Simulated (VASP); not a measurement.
# BAs (Fm-3m) in VASP: a series of runs, part 2 of 2

VASP 6.6.1. The steps go on from the part before.

## Step 3: Single point, PBE

INCAR reads:

```
PREC = Accurate
ENCUT = 500
EDIFF = 1E-6
ISMEAR = -1
SIGMA = 0.02
LREAL = F
LASPH = T
NELM = 120
ALGO = Normal
ISIF = 2
LWAVE = F
LCHARG = F
GGA = PE
ISYM = 0
NBANDS = 11
GGA_COMPAT = F
```

KPOINTS reads:

```
regular mesh
0
Gamma
  6 6 6
```

POSCAR reads:

```
BAs
1.0
    0.0000000000      2.3052873216      2.3052873216
    2.3052873216      0.0000000000      2.3052873216
    2.3052873216      2.3052873216      0.0000000000
B As
1 1
Direct
    0.0000000000      0.0000000000      0.0000000000
    0.5000000000      0.5000000000      0.5000000000
```

Potentials or basis: VASP PAW PBE potentials, release 64 (B, As).

Command:

```sh
cat potpaw_PBE.64/B/POTCAR potpaw_PBE.64/As/POTCAR > POTCAR
mpirun -np 1 vasp_std > vasp.out
```

OUTCAR:

```text
PREC = Accurate
   ENCUT = 500
   EDIFF = 1E-6
   ISMEAR = -1
   LREAL = F
   LASPH = T
   NELM = 120
   ISIF = 2
   GGA = PE
   ISYM = 0

 ion  position               nearest neighbor table
   1  0.000  0.000  0.000-   2 2.31   2 2.31   2 2.31   2 2.31   2 2.31   2 2.31
   2  0.500  0.500  0.500-   1 2.31   1 2.31   1 2.31   1 2.31   1 2.31   1 2.31

IMPORTANT INFORMATION: All symmetrisations will be switched off!
NOSYMM: (Re-)initialisation of all symmetry stuff for point group C_1.

----------------------------------------------------------------------------------------

                                     Primitive cell

  volume of cell :      24.5022

  direct lattice vectors                    reciprocal lattice vectors
     0.000000000  2.305287322  2.305287322    -0.216892704  0.216892704  0.216892704
     2.305287322  0.000000000  2.305287322     0.216892704 -0.216892704  0.216892704
     2.305287322  2.305287322  0.000000000     0.216892704  0.216892704 -0.216892704

  length of vectors
     3.260168595  3.260168595  3.260168595     0.375669183  0.375669183  0.375669183

  position of ions in fractional coordinates (direct lattice)
     0.000000000  0.000000000  0.000000000
     0.500000000  0.500000000  0.500000000

  ion indices of the primitive-cell ions
   primitive index   ion index
                 1           1
                 2           2

----------------------------------------------------------------------------------------

 KPOINTS: regular mesh

Automatic generation of k-mesh.
 Grid dimensions read from file:
 generate k-points for:    6    6    6

 Generating k-lattice:

  Cartesian coordinates                     Fractional coordinates (reciprocal lattice)
    -0.036148784  0.036148784  0.036148784     0.166666667  0.000000000  0.000000000
     0.036148784 -0.036148784  0.036148784     0.000000000  0.166666667  0.000000000
     0.036148784  0.036148784 -0.036148784     0.000000000  0.000000000  0.166666667

  Length of vectors
     0.062611530  0.062611530  0.062611530

[... 74 lines left out ...]
  volume/ion in A,a.u.               =      12.25        82.67
  Fermi-wavevector in a.u.,A,eV,Ry     =   1.127292  2.130273 17.290111  1.270787
  Thomas-Fermi vector in A             =   2.263978
   LORBIT       =      0    0 simple, 1 ext, 2 COOP (PROOUT), +10 PAW based schemes
   GGA     = PE    functional components
   LHFCALC =     F    Hartree Fock is set to
   AEXX    =    0.0000 exact exchange contribution
   IVDW    =     0    specifies the selected vdW correction
   LEPSILON=     F    determine dielectric tensor
   LRPA    =     F    only Hartree local field effects (RPA)
 non-spin polarized calculation
  energy-cutoff  :      500.00
  volume of cell :       24.50
 maximum number of plane-waves:       636
   NGX = 11   NGY = 11   NGZ = 11

 number of electron       7.9999999 magnetization

 Free energy of the ion-electron system (eV)
  ---------------------------------------------------
  ext. energy  EPLUGINS =         0.00000000
  ---------------------------------------------------
  free energy    TOTEN  =        -9.55769776 eV

  energy without entropy =       -9.55110243  energy(sigma->0) =       -9.55440009

 E-fermi :   7.2605     XC(G=0): -11.4306

 val. band max:        7.2435433280   @ k =   0.0000  -0.3333   0.1667
 cond. band min:       7.2655018558   @ k =   0.1667   0.1667   0.1667
 fundamental gap:      0.0219585277
 Fermi energy:         7.2605125121

 k-point     1 :       0.0000    0.0000    0.0000
  band No.  band energies     occupation
      1      -8.6237      2.00000
      2       7.2809      0.53104
      3       7.2809      0.53102
      4       7.2809      0.53102
      5      10.7770      0.00000
      6      14.9802      0.00000
      7      14.9802      0.00000
      8      14.9802      0.00000
      9      16.1646      0.00000
     10      16.1646      0.00000
     11      16.1646      0.00000
[... 309 lines left out ...]
 k-point    24 :       0.3333    0.3333    0.1667
  band No.  band energies     occupation
      1      -6.7082      2.00000
      2       1.9088      2.00000
      3       5.4043      2.00000
      4       6.5851      2.00000
      5       7.2184      1.78251
      6      13.9977      0.00000
      7      14.1079      0.00000
      8      14.8240      0.00000
      9      15.4669      0.00000
     10      21.4234      0.00000
     11      21.9261      0.00000

 [... further k-points ...]
[... 5 lines left out ...]
  --------------------------------------------------------------------------------------
  -------------------------------------------------------------------------------------
  Total        0.1094282      0.1094451      0.1094417     -0.0000028     -0.0000015     -0.0000026
  in kB        7.1554103      7.1565154      7.1562923     -0.0001799     -0.0000973     -0.0001720
  external PRESSURE =       7.1560727 kB  Pullay stress =       0.0000000 kB

 VOLUME and BASIS-vectors are now :
 -----------------------------------------------------------------------------
  energy-cutoff  :      500.00
  volume of cell :       24.50
      direct lattice vectors                 reciprocal lattice vectors
     0.000000000  2.305287322  2.305287322    -0.216892704  0.216892704  0.216892704
     2.305287322  0.000000000  2.305287322     0.216892704 -0.216892704  0.216892704
     2.305287322  2.305287322  0.000000000     0.216892704  0.216892704 -0.216892704

 POSITION                                       TOTAL-FORCE (eV/Angst)
 -----------------------------------------------------------------------------------
      0.00000      0.00000      0.00000         0.000000      0.000000     -0.000000
      2.30529      2.30529      2.30529        -0.000000     -0.000000      0.000000
 -----------------------------------------------------------------------------------
    total drift:                               -0.000000      0.000000     -0.000000

  FREE ENERGIE OF THE ION-ELECTRON SYSTEM (eV)
  ---------------------------------------------------
  free  energy   TOTEN  =        -9.5576977587 eV

  energy  without entropy=       -9.5511024262  energy(sigma->0) =       -9.55440009
```

Wall time 29 s (1 thread of AMD EPYC 7R13, shared host); peak memory 0.13 GiB.

Results:

```yaml
Free_energy: -9.5577 eV
Pressure: 0.7 GPa
Band_gap_on_the_k_mesh: zero (band 4 reaches 8.79 eV, above the bottom of band 5 at 3.91 eV)
```

Levels at points of the mesh, in eV from the Fermi level:
| k point | band 1 | band 2 | band 3 | band 4 | band 5 | band 6 | band 7 | band 8 |
| --- | --- | --- | --- | --- | --- | --- | --- | --- |
| (0.00, 0.00, 0.00) | -15.88 | 0.02 | 0.02 | 0.02 | 3.52 | 7.72 | 7.72 | 7.72 |
| (0.50, 0.00, 0.00) | -12.12 | -9.67 | 1.11 | 1.11 | 1.37 | 1.37 | 4.18 | 5.49 |
| (0.00, 0.50, 0.00) | -12.12 | -9.67 | 1.11 | 1.11 | 1.37 | 1.37 | 4.18 | 5.49 |
| (0.00, 0.00, 0.50) | -12.12 | -9.67 | 1.11 | 1.11 | 1.37 | 1.37 | 4.18 | 5.49 |
| (0.50, 0.50, 0.50) | -12.12 | -9.67 | 1.11 | 1.11 | 1.37 | 1.37 | 4.18 | 5.49 |
| (0.50, 0.50, 0.00) | -10.69 | -7.85 | -3.69 | -3.69 | -3.35 | 3.73 | 10.62 | 10.62 |
| (0.00, 0.50, 0.50) | -10.69 | -7.85 | -3.69 | -3.69 | -3.35 | 3.73 | 10.62 | 10.62 |
| (0.50, 0.00, 0.50) | -10.69 | -7.85 | -3.69 | -3.69 | -3.35 | 3.73 | 10.62 | 10.62 |

Caveat: the k points lie up to 0.39 Å⁻¹ apart.
